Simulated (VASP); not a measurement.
A run of VASP 6.6.1 is set up as follows.

Contents of INCAR:

```
SYSTEM = MgO
ALGO     = Normal         ! electronic algorithm
EDIFF    = 1E-6           ! SCF threshold, eV
ENCUT    = 520            ! plane-wave cutoff, eV
GGA      = PS             ! functional
ISIF     = 2              ! what is computed and relaxed
ISMEAR   = 0              ! smearing method
LASPH    = .TRUE.         ! aspherical terms in the spheres
LCHARG   = .FALSE.        ! write CHGCAR
LREAL    = .FALSE.        ! projectors in reciprocal space
LWAVE    = .FALSE.        ! write WAVECAR
NBANDS   = 16             ! bands
NELM     = 80             ! most SCF steps
PREC     = Accurate       ! precision mode
SIGMA    = 0.1            ! smearing width, eV
```

The input KPOINTS:

```
k-points
0
G
  6 6 4
  0 0 0
```

File POSCAR:

```
MgO
1.0
    3.2405760000      0.0000000000      0.0000000000
   -1.6202880000      2.8064211400      0.0000000000
    0.0000000000      0.0000000000      5.1917194900
Mg O
2 2
Direct
    0.3333333300      0.6666666700      0.5000000000
    0.6666666700      0.3333333300      0.0000000000
    0.6666666700      0.3333333300      0.3790100000
    0.3333333300      0.6666666700      0.8790100000
```

Potentials or basis: VASP PAW PBE potentials, release 64 (Mg, O).

The run is started by

```console
$ cat potpaw_PBE.64/Mg/POTCAR potpaw_PBE.64/O/POTCAR > POTCAR
$ mpirun -np 1 vasp_std > vasp.out
```

Task: What does it give for the pressure?

Result: 1.1 GPa.

Task: Estimate the largest force.

Result: 0.168 eV/Å.

Task: Predict the band gap on the k mesh.

Result: 3.60 eV, direct.

Forces on the atoms (eV/Å):
```
Mg   0.000  0.000 -0.168
Mg   0.000  0.000 -0.168
O    0.000  0.000  0.168
O    0.000  0.000  0.168
```

Caveat: the PAW data sets were made with another functional, which shifts forces and pressure a little. PBEsol gaps usually lie below the measured ones, often by a third to a half.
